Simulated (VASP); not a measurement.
# Mg5SiN2 (P-62m) in VASP: single point with PBE

Aim: the single point of Mg5SiN2 with PBE.

Program: VASP 6.6.1. These are calculated values, not measurements. Logs are shortened: lines on timing, memory, paths and dates and some standing lists are left out, and cuts for length are marked.

## 1. The cell of the first run

The structure is hexagonal, space group P-62m (No. 189). The conventional cell has a = 6.811 Å, b = 6.811 Å, c = 4.083 Å, α = 90.00°, β = 90.00°, γ = 120.00°. Within 2.8 Å of Mg (site symmetry m2m) lie 2 N at 2.12 Å and 1 Si at 2.60 Å. Mg (site symmetry -6) has 2 N at 2.04 Å within 2.7 Å. Si (site symmetry -62m) has 3 Mg at 2.60 Å within 3.4 Å. N (site symmetry -6) has 5 Mg at 2.04 to 2.12 Å within 2.7 Å.

The cell was built from a structure type or drawn by symmetry, and may not be a known phase.

## 2. Single point, PBE

File INCAR:

```
SYSTEM = Mg5SiN2
ALGO     = Normal         ! electronic algorithm
EDIFF    = 1E-6           ! SCF threshold, eV
ENCUT    = 600            ! plane-wave cutoff, eV
GGA      = PE             ! functional
GGA_COMPAT= .False.      
ISIF     = 2              ! what is computed and relaxed
ISMEAR   = 0              ! smearing method
LASPH    = .True.         ! aspherical terms in the spheres
LCHARG   = .False.        ! write CHGCAR
LREAL    = .False.        ! projectors in reciprocal space
LWAVE    = .False.        ! write WAVECAR
NBANDS   = 22             ! bands
NELM     = 120            ! most SCF steps
PREC     = Accurate       ! precision mode
SIGMA    = 0.15           ! smearing width, eV
```

File KPOINTS:

```
k-points
0
Gamma
  3 3 3
  0 0 0
```

File POSCAR:

```
Mg5SiN2
1.0
    6.8112416396      0.0000000000      0.0000000000
   -3.4056208198      5.8987082912      0.0000000000
    0.0000000000      0.0000000000      4.0831199877
Mg Si N
5 1 2
Direct
    0.3824498328      0.0000000000      0.0000000000
    0.0000000000      0.3824498328      0.0000000000
    0.6175501672      0.6175501672      0.0000000000
    0.3333333333      0.6666666667      0.5000000000
    0.6666666667      0.3333333333      0.5000000000
    0.0000000000      0.0000000000      0.0000000000
    0.3333333333      0.6666666667      0.0000000000
    0.6666666667      0.3333333333      0.0000000000
```

Potentials or basis: VASP PAW PBE potentials, release 64 (Mg, Si, N).

On the command line:

```bash
$ cat potpaw_PBE.64/Mg/POTCAR potpaw_PBE.64/Si/POTCAR potpaw_PBE.64/N/POTCAR > POTCAR
$ mpirun -np 1 vasp_std > vasp.out
```

OUTCAR:

```text
SYSTEM = Mg5SiN2
   EDIFF = 1E-6
   ENCUT = 600
   GGA = PE
   ISIF = 2
   ISMEAR = 0
   LASPH = .True.
   LREAL = .False.
   NELM = 120
   PREC = Accurate

 ion  position               nearest neighbor table
   1  0.382  0.000  0.000-   7 2.12   8 2.12   6 2.60   4 2.95   4 2.95   5 2.95   5 2.95
   2  0.000  0.382  0.000-   8 2.12   7 2.12   6 2.60   5 2.95   5 2.95   4 2.95   4 2.95
   3  0.618  0.618  0.000-   8 2.12   7 2.12   6 2.60   5 2.95   5 2.95   4 2.95   4 2.95
   4  0.333  0.667  0.500-   7 2.04   7 2.04   1 2.95   1 2.95   2 2.95   2 2.95   3 2.95   3 2.95

   5  0.667  0.333  0.500-   8 2.04   8 2.04   2 2.95   2 2.95   1 2.95   1 2.95   3 2.95   3 2.95

   6  0.000  0.000  0.000-   2 2.60   3 2.60   1 2.60
   7  0.333  0.667  0.000-   4 2.04   4 2.04   1 2.12   2 2.12   3 2.12
   8  0.667  0.333  0.000-   5 2.04   5 2.04   2 2.12   1 2.12   3 2.12

  LATTYP: Found a hexagonal cell.
 ALAT       =     6.8112416396
 C/A-ratio  =     0.5994677922

  Lattice vectors:

 A1 = (   6.8112416396,   0.0000000000,   0.0000000000)
 A2 = (  -3.4056208198,   5.8987082912,   0.0000000000)
 A3 = (   0.0000000000,   0.0000000000,   4.0831199877)

Analysis of symmetry for initial positions (statically):
=====================================================================
 Subroutine PRICEL returns:
 Original cell was already a primitive cell.

 Routine SETGRP: Setting up the symmetry group for a
 hexagonal supercell.

 Subroutine GETGRP returns: Found 12 space group operations
 (whereof 12 operations were pure point group operations)
 out of a pool of 24 trial point group operations.

The static configuration has the point symmetry D_3h.

Analysis of symmetry for dynamics (positions and initial velocities):
=====================================================================
 Subroutine PRICEL returns:
 Original cell was already a primitive cell.

 Routine SETGRP: Setting up the symmetry group for a
 hexagonal supercell.

 Subroutine GETGRP returns: Found 12 space group operations
 (whereof 12 operations were pure point group operations)
 out of a pool of 24 trial point group operations.

The dynamic configuration has the point symmetry D_3h.

 Subroutine INISYM returns: Found 12 space group operations
 (whereof 12 operations are pure point group operations),
 and found     1 'primitive' translations

----------------------------------------------------------------------------------------

                                     Primitive cell

  volume of cell :     164.0497

  direct lattice vectors                    reciprocal lattice vectors
     6.811241640  0.000000000  0.000000000     0.146816110  0.084764320  0.000000000
    -3.405620820  5.898708291  0.000000000     0.000000000  0.169528641  0.000000000
     0.000000000  0.000000000  4.083119988     0.000000000  0.000000000  0.244910755

  length of vectors
     6.811241640  6.811241640  4.083119988     0.169528641  0.169528641  0.244910755

  position of ions in fractional coordinates (direct lattice)
     0.382449833  0.000000000  0.000000000
     0.000000000  0.382449833  0.000000000
     0.617550167  0.617550167  0.000000000
     0.333333333  0.666666667  0.500000000
     0.666666667  0.333333333  0.500000000
     0.000000000  0.000000000  0.000000000
     0.333333333  0.666666667  0.000000000
     0.666666667  0.333333333  0.000000000

  ion indices of the primitive-cell ions
   primitive index   ion index
                 1           1
                 2           2
                 3           3
                 4           4
                 5           5
                 6           6
                 7           7
                 8           8

----------------------------------------------------------------------------------------

 KPOINTS: k-points

Automatic generation of k-mesh.
 Grid dimensions read from file:
 generate k-points for:    3    3    3

 Generating k-lattice:

  Cartesian coordinates                     Fractional coordinates (reciprocal lattice)
     0.048938703  0.028254773  0.000000000     0.333333333  0.000000000  0.000000000
     0.000000000  0.056509547  0.000000000     0.000000000  0.333333333  0.000000000
     0.000000000  0.000000000  0.081636918     0.000000000  0.000000000  0.333333333

  Length of vectors
     0.056509547  0.056509547  0.081636918

  Shift w.r.t. Gamma in fractional coordinates (k-lattice)
     0.000000000  0.000000000  0.000000000

 Subroutine IBZKPT returns following result:
 ===========================================

 Found      6 irreducible k-points:

 Following reciprocal coordinates:
            Coordinates               Weight
  0.000000  0.000000  0.000000      1.000000
  0.333333  0.000000  0.000000      6.000000
  0.333333  0.333333  0.000000      2.000000
  0.000000  0.000000  0.333333      2.000000
  0.333333  0.000000  0.333333     12.000000
  0.333333  0.333333  0.333333      4.000000
   k-points           NKPTS =      6   k-points in BZ     NKDIM =      6   number of bands    NBANDS=     22
   number of dos      NEDOS =    301   number of ions     NIONS =      8
   total plane-waves  NPLWV = 104976
   dimension x,y,z NGX =    54 NGY =   54 NGZ =   36
   dimension x,y,z NGXF=   108 NGYF=  108 NGZF=   72
   ions per type =               5   1   2
   NGX,Y,Z   is equivalent  to a cutoff of  13.18, 13.18, 14.66 a.u.
   NGXF,Y,Z  is equivalent  to a cutoff of  26.36, 26.36, 29.32 a.u.
 SYSTEM =  Mg5SiN2
   PREC   = accura    normal or accurate (medium, high low for compatibility)
   ISTART =      0    job   : 0-new  1-cont  2-samecut
   ICHARG =      2    charge: 1-file 2-atom 10-const
   ISPIN  =      1    spin polarized calculation?
   LNONCOLLINEAR =      F non collinear calculations
   LSORBIT =      F    spin-orbit coupling
   LASPH  =      T    aspherical Exc in radial PAW
   ENCUT  =  600.0 eV  44.10 Ry    6.64 a.u.  13.60 13.60  8.16*2*pi/ulx,y,z
   NELM   =    120;   NELMIN=  2; NELMDL= -5     # of ELM steps
   EDIFF  = 0.1E-05   stopping-criterion for ELM
   LREAL  =      F    real-space projection
   EDIFFG = 0.1E-04   stopping-criterion for IOM
   NSW    =      0    number of steps for IOM
   IBRION =     -1    ionic relax: 0-MD 1-quasi-New 2-CG
   NFREE  =      0    steps in history (QN), initial steepest desc. (CG)
   ISIF   =      2    stress and relaxation
   ISYM   =      2    0-nonsym 1-usesym 2-fastsym
   POTIM  = 0.5000    time-step for ionic-motion
   TEBEG  =    0.0;   TEEND  =   0.0 temperature during run
   PSTRESS=    0.0 pullay stress
   NELECT =      24.0000    total number of electrons
   NUPDOWN=      -1.0000    fix difference up-down
   EMIN   =  10.00;   EMAX   =-10.00  energy-range for DOS
   EFERMI =   0.00;   METHOD = LEGACY
   ISMEAR =     0;   SIGMA  =   0.15  broadening in eV -4-tet -1-fermi 0-gaus
   EFERMI_NEDOS =   21; number of points for ismear=-14 and -15
   IALGO  =     38    algorithm
   IMIX   =      4    mixing-type and parameters
     AMIX     =   0.40;   BMIX     =  1.00
     AMIX_MAG =   1.60;   BMIX_MAG =  1.00
  volume/ion in A,a.u.               =      20.51       138.38
  Fermi-wavevector in a.u.,A,eV,Ry     =   0.862621  1.630118 10.124304  0.744115
  Thomas-Fermi vector in A             =   1.980450
   LORBIT       =      0    0 simple, 1 ext, 2 COOP (PROOUT), +10 PAW based schemes
   GGA     = PE    functional components
   LHFCALC =     F    Hartree Fock is set to
   AEXX    =    0.0000 exact exchange contribution
   IVDW    =     0    specifies the selected vdW correction
   LEPSILON=     F    determine dielectric tensor
   LRPA    =     F    only Hartree local field effects (RPA)
 non-spin polarized calculation
 Gauss-broadening in eV      SIGMA  =   0.15
  energy-cutoff  :      600.00
  volume of cell :      164.05
 maximum number of plane-waves:      5474
 NGX is ok and might be reduce to    54
   NGX = 27   NGY = 27   NGZ = 17

 number of electron      23.9999999 magnetization

 Free energy of the ion-electron system (eV)
  ---------------------------------------------------
  ext. energy  EPLUGINS =         0.00000000
  ---------------------------------------------------
  free energy    TOTEN  =       -29.67643727 eV

  energy without entropy =      -29.63807304  energy(sigma->0) =      -29.65725516

 E-fermi :   2.4942     XC(G=0):  -8.3607

 val. band max:        2.3510097440   @ k =   0.3333   0.0000   0.0000
 cond. band min:       2.5934019400   @ k =   0.3333   0.0000   0.3333
 fundamental gap:      0.2423921961
 Fermi energy:         2.4941927711

 k-point     1 :       0.0000    0.0000    0.0000
  band No.  band energies     occupation
      1     -11.6213      2.00000
      2     -11.3326      2.00000
      3      -4.5466      2.00000
      4      -1.9341      2.00000
      5      -1.9341      2.00000
      6      -1.0693      2.00000
[... 14 lines left out ...]
     21       7.8283      0.00000
     22       8.3984      0.00000

 k-point     2 :       0.3333    0.0000    0.0000
  band No.  band energies     occupation
      1     -11.5600      2.00000
      2     -11.3942      2.00000
      3      -4.6375      2.00000
      4      -2.2163      2.00000
      5      -1.8326      2.00000
      6      -0.9333      2.00000
[... 14 lines left out ...]
     21       7.8723      0.00000
     22       8.2513      0.00000

 k-point     3 :       0.3333    0.3333    0.0000
  band No.  band energies     occupation
      1     -11.4771      2.00000
      2     -11.4771      2.00000
      3      -4.6964      2.00000
      4      -1.8279      2.00000
      5      -1.8279      2.00000
      6      -1.6604      2.00000
[... 14 lines left out ...]
     21       8.1816      0.00000
     22       8.1833      0.00000

 k-point     4 :       0.0000    0.0000    0.3333
  band No.  band energies     occupation
      1     -11.4571      2.00000
      2     -11.1972      2.00000
      3      -4.1406      2.00000
      4      -2.6452      2.00000
      5      -1.6349      2.00000
      6      -1.4844      2.00000
[... 14 lines left out ...]
     21       7.5430      0.00000
     22       9.2509      0.00000

 k-point     5 :       0.3333    0.0000    0.3333
  band No.  band energies     occupation
      1     -11.4019      2.00000
      2     -11.2526      2.00000
      3      -4.2168      2.00000
      4      -2.4889      2.00000
      5      -1.9273      2.00000
      6      -1.7304      2.00000
[... 14 lines left out ...]
     21       7.4973      0.00000
     22       7.7939      0.00000

 k-point     6 :       0.3333    0.3333    0.3333
  band No.  band energies     occupation
      1     -11.3273      2.00000
      2     -11.3273      2.00000
      3      -4.2667      2.00000
      4      -2.2464      2.00000
      5      -2.2464      2.00000
      6      -1.2878      2.00000
[... 14 lines left out ...]
     21       7.7103      0.00000
     22       8.1402      0.00000

------------------------ aborting loop because EDIFF is reached ----------------------------------------

  FORCE on cell =-STRESS in cart. coord.  units (eV):
  Direction    XX          YY          ZZ          XY          YZ          ZX
  --------------------------------------------------------------------------------------
  -------------------------------------------------------------------------------------
  Total        0.2633925      0.2633925     -0.2207675      0.0000000      0.0000000      0.0000000
  in kB        2.5724005      2.5724005     -2.1561074      0.0000000      0.0000000      0.0000000
  external PRESSURE =       0.9962312 kB  Pullay stress =       0.0000000 kB

 VOLUME and BASIS-vectors are now :
 -----------------------------------------------------------------------------
  energy-cutoff  :      600.00
  volume of cell :      164.05
      direct lattice vectors                 reciprocal lattice vectors
     6.811241640  0.000000000  0.000000000     0.146816110  0.084764320  0.000000000
    -3.405620820  5.898708291  0.000000000     0.000000000  0.169528641  0.000000000
     0.000000000  0.000000000  4.083119988     0.000000000  0.000000000  0.244910755

 POSITION                                       TOTAL-FORCE (eV/Angst)
 -----------------------------------------------------------------------------------
      2.60496      0.00000      0.00000        -0.021770     -0.000000      0.000000
     -1.30248      2.25596      0.00000         0.010885     -0.018854      0.000000
      2.10314      3.64275      0.00000         0.010885      0.018854      0.000000
     -0.00000      3.93247      2.04156        -0.000000     -0.000000      0.000000
      3.40562      1.96624      2.04156        -0.000000      0.000000      0.000000
      0.00000      0.00000      0.00000        -0.000000     -0.000000      0.000000
     -0.00000      3.93247      0.00000        -0.000000     -0.000000      0.000000
      3.40562      1.96624      0.00000        -0.000000      0.000000      0.000000
 -----------------------------------------------------------------------------------
    total drift:                                0.000000      0.000000     -0.000000

  FREE ENERGIE OF THE ION-ELECTRON SYSTEM (eV)
  ---------------------------------------------------
  free  energy   TOTEN  =       -29.6764372721 eV

  energy  without entropy=      -29.6380730432  energy(sigma->0) =      -29.65725516
```

It took 52 s on 1 thread of AMD EPYC 7R43 (Zen 3), shared host; peak memory 0.27 GiB.

Results:

- Free energy: -29.6764 eV
- Pressure: 0.1 GPa
- Largest force: 0.022 eV/Å
- Band gap on the k mesh: zero (bands 12 and 13 overlap by 0.04 eV)

Forces in eV/Å, atoms in the order of the input:
```
Mg  -0.022  0.000  0.000
Mg   0.011 -0.019  0.000
Mg   0.011  0.019  0.000
Mg   0.000  0.000  0.000
Mg   0.000  0.000  0.000
Si   0.000  0.000  0.000
N    0.000  0.000  0.000
N    0.000  0.000  0.000
```

Caveat: the k points lie up to 0.51 Å⁻¹ apart.
